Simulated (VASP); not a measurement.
Wanted: the native input for a VASP 6.6.1 run.

* Task: single point
* Functional: PBE
* Potentials or basis: VASP PAW PBE potentials, release 64 (Rb_sv, O)
* Cutoff: 520 eV
* k mesh: 4 × 4 × 4
* Occupations: gaussian, width 0.1 eV
* Spin: collinear spin, ferromagnetic start
* Starting moments: [0.0, 0.0, 0.0, 0.0, 1.0] μB
* Dipole correction: no
* Further INCAR settings: ALGO = Normal; EDIFF = 1e-06; NBANDS = 33

The structure of Rb4O lies in POSCAR:

```
Rb4O
1.0
   -5.0720289946      5.0720289946      3.5839650762
    5.0720289946     -5.0720289946      3.5839650762
    5.0720289946      5.0720289946     -3.5839650762
Rb O
4 1
Direct
    0.5000000000      0.2455694027      0.7455694027
    0.5000000000      0.7544305973      0.2544305973
    0.2455694027      0.5000000000      0.7455694027
    0.7544305973      0.5000000000      0.2544305973
    0.5000000000      0.5000000000      0.0000000000
```

The cell was generated, and may not be a known phase.

One way to write it, as run:

INCAR

```
SYSTEM = Rb4O
  PREC = Accurate
  ENCUT = 520
  EDIFF = 1E-6
  ISMEAR = 0
  SIGMA = 0.1
  LREAL = .FALSE.
  LASPH = .TRUE.
  NELM = 150
  ALGO = Normal
  ISIF = 2
  LWAVE = .FALSE.
  LCHARG = .FALSE.
  ISPIN = 2
  MAGMOM = 0 0 0 0 1
  LORBIT = 11
  GGA = PE
  NBANDS = 33
```

KPOINTS

```
Automatic mesh
0
G
  4 4 4
  0 0 0
```

Potentials or basis: VASP PAW PBE potentials, release 64 (Rb_sv, O).

The run is started by

```console
$ cat potpaw_PBE.64/Rb_sv/POTCAR potpaw_PBE.64/O/POTCAR > POTCAR
$ mpirun -np 1 vasp_std > vasp.out
```

Results of the run:

| Property | Result |
| --- | --- |
| Pressure | 0.2 GPa |
| Largest force | 0.041 eV/Å |
| Band gap on the k mesh | zero (filled and empty bands overlap) |
| Net moment | 0.00 μB per cell |
| Valence electrons inside the program's atomic spheres | Rb 7.32; O 4.90 |

Run time: 3.1 min on 1 thread of Intel(R) Xeon(R) 6975P-C (Granite Rapids), with other jobs on the host, peak memory 0.77 GiB.
